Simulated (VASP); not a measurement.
A run of VASP 6.6.1 is set up as follows.

Contents of POSCAR:

```
In
1.0
   -1.9072981498      1.9072981498      1.9072981498
    1.9072981498     -1.9072981498      1.9072981498
    1.9072981498      1.9072981498     -1.9072981498
In
1
Direct
    0.0000000000      0.0000000000      0.0000000000
```

The input INCAR.step1:

```
SYSTEM = In
PREC = Accurate
ENCUT = 520
EDIFF = 1E-5
ISMEAR = -1
SIGMA = 0.05
LREAL = .False.
LASPH = .True.
NELM = 100
ALGO = Normal
ISIF = 2
LWAVE = .True.
LCHARG = .False.
NBANDS = 12
GGA = PE
```

Contents of INCAR.step2:

```
SYSTEM = In
PREC = Accurate
ENCUT = 520
EDIFF = 1E-6
ISMEAR = -1
SIGMA = 0.05
LREAL = .False.
LASPH = .True.
NELM = 100
ALGO = Normal
ISIF = 2
LWAVE = .False.
LCHARG = .False.
GGA = PE
LHFCALC = .True.
HFSCREEN = 0.2079
PRECFOCK = Normal
NBANDS = 12
ISTART = 1
```

KPOINTS

```
Automatic mesh
0
Gamma
  6 6 6
  0 0 0
```

Potentials or basis: VASP PAW PBE potentials, release 64 (In_d).

The run is started by

```sh
$ cat potpaw_PBE.64/In_d/POTCAR > POTCAR
$ cp INCAR.step1 INCAR
$ mpirun -np 1 vasp_std > vasp.out
$ cp INCAR.step2 INCAR
$ mpirun -np 1 vasp_std > vasp.out
```

(1) Predict the band gap on the k mesh.

(2) Estimate the pressure.

## Answers

(1) zero (an odd number of electrons rules out a gap without spin polarisation).

(2) -2.2 GPa.

Caveat: the k points lie up to 0.39 Å⁻¹ apart, too coarse for converged energies and pressures of a metal; the PAW data sets were made with another functional, which shifts forces and pressure a little; spin-orbit coupling is left out, which moves the levels of the heavy elements.
